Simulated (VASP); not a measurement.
Write the native input for VASP 6.6.1 that does the following.

```
Task                   : single point
Functional             : r2SCAN
Potentials or basis    : VASP PAW PBE potentials, release 64 (Mo_sv, S)
Cutoff                 : 550 eV
k mesh                 : 10 × 10 × 10
Occupations            : fermi-dirac, width 0.05 eV
Spin                   : no spin polarisation
Dipole correction      : no
Further INCAR settings : ALGO = Normal; EDIFF = 1e-06; NBANDS = 20
```

The system is MoS2.

```xyz
3
Lattice="1.6110 0.9301 6.2706 -1.6110 0.9301 6.2706 0.0000 -1.8602 6.2706" Properties=species:S:1:pos:R:3 pbc="T T T"
Mo    0.0000    0.0000    0.0000
S     0.0000    0.0000    7.8445
S     0.0000    0.0000    4.7030
```

The input as run:

POSCAR

```
MoS2
1.0
    1.6109882594      0.9301045052      6.2706188579
   -1.6109882594      0.9301045052      6.2706188579
    0.0000000000     -1.8602090104      6.2706188579
Mo S
1 2
Direct
    0.0000000000      0.0000000000      0.0000000000
    0.4170000000      0.4170000000      0.4170000000
    0.2500000000      0.2500000000      0.2500000000
```

INCAR.step1

```
SYSTEM = MoS2
PREC = Accurate
ENCUT = 550
ISMEAR = -1
SIGMA = 0.05
LREAL = .False.
LASPH = .True.
NELM = 120
NBANDS = 20
GGA = PE
ALGO = Normal
EDIFF = 1E-5
LWAVE = .True.
LCHARG = .False.
GGA_COMPAT = .False.
```

INCAR.step2

```
SYSTEM = MoS2
PREC = Accurate
ENCUT = 550
EDIFF = 1E-6
ISMEAR = -1
SIGMA = 0.05
LREAL = .False.
LASPH = .True.
NELM = 120
ALGO = Normal
ISIF = 2
LWAVE = .False.
LCHARG = .False.
METAGGA = R2SCAN
LMIXTAU = .True.
NBANDS = 20
ISTART = 1
GGA_COMPAT = .False.
```

KPOINTS

```
regular mesh
0
Gamma
  10 10 10
  0 0 0
```

Potentials or basis: VASP PAW PBE potentials, release 64 (Mo_sv, S).

Command:

```sh
$ cat potpaw_PBE.64/Mo_sv/POTCAR potpaw_PBE.64/S/POTCAR > POTCAR
$ cp INCAR.step1 INCAR
$ mpirun -np 1 vasp_std > vasp.out
$ cp INCAR.step2 INCAR
$ mpirun -np 1 vasp_std > vasp.out
```

It gave:

```json
{
 "Pressure": "-4.4 GPa",
 "Largest force": "0.646 eV/Å",
 "Band gap on the k mesh": "1.09 eV (least direct gap 1.92 eV)"
}
```

Caveat: the cell stands under tension; the PAW data sets were made with another functional, which shifts forces and pressure a little.

It took 28 min on 1 thread of Intel(R) Xeon(R) 6975P-C (Granite Rapids), on a shared host, peak memory 0.46 GiB.
